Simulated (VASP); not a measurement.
Write the native input for VASP 6.6.1 that does the following.

```yaml
Task: relaxation of cell and atoms
Functional: PBEsol
Potentials_or_basis: VASP PAW PBE potentials, release 64 (B, As)
Cutoff: 600 eV
k_mesh: 10 × 10 × 10
Occupations: gaussian, width 0.02 eV
Spin: no spin polarisation
Dipole_correction: no
Further_INCAR_settings: ALGO = Normal; EDIFF = 1e-07; IBRION = 2; EDIFFG = -0.005; NSW = 100; ISIF = 3
```

The structure of BAs lies in POSCAR:

```
BAs
1.0
    0.0000000000      2.3885000000      2.3885000000
    2.3885000000      0.0000000000      2.3885000000
    2.3885000000      2.3885000000      0.0000000000
B As
1 1
Direct
    0.0000000000      0.0000000000      0.0000000000
    0.7500000000      0.7500000000      0.7500000000
```

These files were run (other wordings do the same):

INCAR

```
PREC = Accurate ; ENCUT = 600
EDIFF = 1E-7 ; ISMEAR = 0
SIGMA = 0.02 ; LREAL = F
LASPH = T ; NELM = 60
ALGO = Normal ; ISIF = 3
LWAVE = F ; LCHARG = F
GGA = PS ; IBRION = 2
NSW = 100 ; EDIFFG = -0.005
```

KPOINTS

```
Automatic mesh
0
Gamma
  10 10 10
```

Potentials or basis: VASP PAW PBE potentials, release 64 (B, As).

Launch:

```console
$ cat potpaw_PBE.64/B/POTCAR potpaw_PBE.64/As/POTCAR > POTCAR
$ mpirun -np 1 vasp_std > vasp.out
```

It gave:

- Pressure after relaxing: 0.1 GPa
- Band gap on the k mesh: 1.08 eV, indirect (least direct gap 3.24 eV)

Caveat: the relaxation stopped at its first step, so nothing moved; the PAW data sets were made with another functional, which shifts forces and pressure a little.

Run time: 12 s on 1 thread of Intel(R) Xeon(R) Platinum 8259CL CPU @ 2.50GHz (Skylake/Cascade Lake), on a shared host, peak memory 0.16 GiB.
